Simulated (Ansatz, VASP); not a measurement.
# ReSbC in VASP and in Ansatz

```
Re Sb C
1.0
     4.14429    0.00000    0.00000
    -2.07215    3.58906    0.00000
     0.00000    0.00000    3.00492
Re Sb C
1 1 1
Direct
  0.00000 0.00000 0.00000
  0.66667 0.33333 0.50000
  0.33333 0.66667 0.50000
```

Alike in both runs: functional PBE; k mesh 15 × 15 × 12; occupations gaussian, width 0.1 eV; no spin polarisation.

Ansatz relaxed the structure, and its values are those at the end. VASP's run is a single point on that final structure, the one shown.

|  | VASP | Ansatz |
| --- | --- | --- |
| version | VASP 6.6.1 | Ansatz 0.2.0 |
| potentials or method | VASP PAW PBE potentials, release 64 (Re, Sb, C), cutoff 520 eV | scalar-relativistic, plane waves, PAW |
| valence electrons in the cell | 16 | 34 |

Ansatz gave:

- gap on the k mesh at the Fermi level (eV): none
- pressure (GPa): 0.0

Question: What did VASP give for the same quantities?

Answer: gap on the k mesh at the Fermi level (eV): none; pressure (GPa): 0.1.

A gap of «none» marks a metal or a gap that the smearing closes. VASP's potentials hold 16 valence electrons a cell and Ansatz's 34, so a difference there can come from the potentials and not from the codes.

Spin-orbit coupling is off throughout.
